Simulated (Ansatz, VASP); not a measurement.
**Two plane-wave programs on Cu**

File INCAR:

```
  ALGO = Fast
  EDIFF = 1E-6
  ENCUT = 520
  GGA = PE
  ISIF = 2
  ISMEAR = 0
  LASPH = True
  LCHARG = False
  LREAL = False
  LWAVE = False
  NBANDS = 18
  NELM = 60
  PREC = Accurate
  SIGMA = 0.1
```

KPOINTS

```
k-points
0
Gamma
  24 24 12
```

POSCAR

```
Cu
1.0
    2.5680103729      0.0000000000      0.0000000000
   -1.2840051864      2.2239622201      0.0000000000
    0.0000000000      0.0000000000      4.3612692838
Cu
2
Direct
    0.3333333333      0.6666666667      0.2500000000
    0.6666666667      0.3333333333      0.7500000000
```

Input for Ansatz:

```yaml
crystal:
  lattice:
    - [2.5680103729, 0.0, 0.0]
    - [-1.2840051864, 2.2239622201, 0.0]
    - [0.0, 0.0, 4.3612692838]
  atoms:
    - { symbol: Cu, position: [0.3333333333, 0.6666666667, 0.25] }
    - { symbol: Cu, position: [0.6666666667, 0.3333333333, 0.75] }
basis:
  ecutwfc: 420
kpoints:
  mp_grid: { grid: [24, 24, 12] }
hamiltonian:
  xc: pbe
scf:
  occupations: { method: gaussian, width: 0.1 }
output:
  forces: true
  stress: true
  eigenvalues: true
  write_density: true
  write_potential: true
  elf: true
  volumetric_format: npy
```

Change from the starting cell: strain along c alone, the other axes held, atoms relaxed: +4.0 %.

Alike in both runs: task single point; functional PBE; k mesh 24 × 24 × 12; occupations gaussian, width 0.1 eV; no spin polarisation.

|  | VASP | Ansatz |
| --- | --- | --- |
| version | VASP 6.6.1 | Ansatz 0.2.0 |
| potentials or method | VASP PAW PBE potentials, release 64 (Cu), cutoff 520 eV | scalar-relativistic, plane waves, PAW |
| valence electrons in the cell | 22 | 38 |

```tsv
	VASP	Ansatz	Ansatz less VASP
gap on the k mesh at the Fermi level (eV)	none	none	-
pressure (GPa)	-3.4	-4.8	-1.38
traceless stress, the component that is largest in VASP (GPa)	-3.50	-3.49	+0.008
```

A gap of «none» marks a metal or a gap that the smearing closes. VASP's potentials hold 22 valence electrons a cell and Ansatz's 38, so a difference there can come from the potentials and not from the codes.
